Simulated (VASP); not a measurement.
A run of VASP 6.6.1 is set up as follows.

Contents of INCAR:

```
SYSTEM = SnS2
PREC = Accurate
ENCUT = 500
EDIFF = 1E-7
ISMEAR = 0
SIGMA = 0.02
LREAL = .False.
LASPH = .True.
NELM = 120
ALGO = Normal
ISIF = 3
LWAVE = .False.
LCHARG = .False.
GGA = PE
IVDW = 12
IBRION = 2
NSW = 80
EDIFFG = -0.01
GGA_COMPAT = .False.
NELMIN = 4
```

The input KPOINTS:

```
Automatic mesh
0
Gamma
  6 6 4
  0 0 0
```

Contents of POSCAR:

```
SnS2
1.0
    3.6390000000      0.0000000000      0.0000000000
   -1.8195000000      3.1514664444      0.0000000000
    0.0000000000      0.0000000000      5.8680000000
Sn S
1 2
Direct
    0.0000000000      0.0000000000      0.0000000000
    0.3333333333      0.6666666667      0.2500000000
    0.6666666667      0.3333333333      0.7500000000
```

Potentials or basis: VASP PAW PBE potentials, release 64 (Sn_d, S).

Command:

```console
$ cat potpaw_PBE.64/Sn_d/POTCAR potpaw_PBE.64/S/POTCAR > POTCAR
$ mpirun -np 1 vasp_std > vasp.out
```

Problem. Estimate the relaxed cell.

Solution. a = 3.669 Å, b = 3.669 Å, c = 5.794 Å, α = 90.00°, β = 90.00°, γ = 120.00°.

Problem. What does it give for the band gap on the k mesh?

Solution. 1.33 eV, indirect (least direct gap 1.72 eV).

Problem. What does it give for the space group after relaxing (to 0.05 Å)?

Solution. P-3m1 (No. 164).

Problem. What does it give for the dispersion energy per atom?

Solution. -0.329 eV.

The path:
| step | energy change (eV) | largest force (eV/Å) | pressure (GPa) | volume (Å³) |
| --- | --- | --- | --- | --- |
| 1 | 0.0000 | 0.2481 | 1.70 | 67.30 |
| 2 | -0.0013 | 0.1875 | -1.54 | 69.64 |
| 3 | -0.0079 | 0.0144 | -0.05 | 68.50 |
| 4 | -0.0082 | 0.0265 | -0.06 | 68.46 |
| 5 | -0.0085 | 0.0533 | -0.07 | 68.38 |
| 6 | -0.0088 | 0.0455 | -0.06 | 68.26 |
| 7 | -0.0094 | 0.0223 | -0.04 | 67.89 |
| 8 | -0.0094 | 0.0248 | 0.04 | 67.15 |
| 9 | -0.0096 | 0.0013 | 0.00 | 67.55 |

Caveat: spin-orbit coupling is left out, which moves the levels of the heavy elements. A k mesh can miss the band edges.
